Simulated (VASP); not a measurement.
**Sb: electric field gradients with LDA**

Crystal: Sb.

```
Sb
1.0
     3.33531    0.00000    0.00000
    -1.66766    2.88846    0.00000
     0.00000    0.00000    5.33000
Sb
2
Direct
  0.33333 0.66667 0.25000
  0.66667 0.33333 0.75000
```

This cell differs from its parent crystal: equal xx and yy strain of -1 %.

| Property | Result |
| --- | --- |
| Program | VASP 6.6.1 |
| Task | electric field gradients |
| Functional | LDA |
| Potentials or basis | VASP PAW LDA potentials, release 64 (Sb) |
| Cutoff | 520 eV |
| k mesh | 12 × 12 × 7 |
| Occupations | fermi-dirac, width 0.03 eV |
| Spin | no spin polarisation |
| Dipole correction | no |
| Further INCAR settings | ALGO = Normal; EDIFF = 1e-08; NBANDS = 12 |

* Pressure: 0.2 GPa
* Band gap on the k mesh: zero (band 5 reaches 13.21 eV, above the bottom of band 6 at 6.04 eV)

Stress tensor (GPa, compression positive):
```
 0.66  0.00  0.00
 0.00  0.66  0.00
 0.00  0.00 -0.84
```

Levels at points of the mesh, in eV from the Fermi level:
| k point | band 2 | band 3 | band 4 | band 5 | band 6 | band 7 | band 8 | band 9 |
| --- | --- | --- | --- | --- | --- | --- | --- | --- |
| (0.00, 0.00, 0.00) | -9.13 | -6.08 | 3.46 | 3.46 | 5.25 | 5.25 | 5.98 | 7.59 |
| (0.50, 0.00, 0.00) | -8.28 | -4.35 | -3.04 | -2.45 | -0.21 | 0.17 | 3.80 | 4.32 |

Electric field gradients, principal values (V/Å²):
| atom | least | middle | greatest (by size) |
| --- | --- | --- | --- |
| 1 Sb | -12.356 | -12.356 | 24.712 |
| 2 Sb | -12.356 | -12.356 | 24.712 |

Run time: 25 s on 1 thread of Intel(R) Xeon(R) Platinum 8559C (Emerald Rapids), on a shared host, peak memory 0.17 GiB.

Caveat: the cell differs from its parent crystal (equal xx and yy strain of -1 %); without QUAD_EFG the Cq values of the log hold for a quadrupole moment of 1 mb, not for the nuclei; spin-orbit coupling is left out, which moves the levels of the heavy elements.
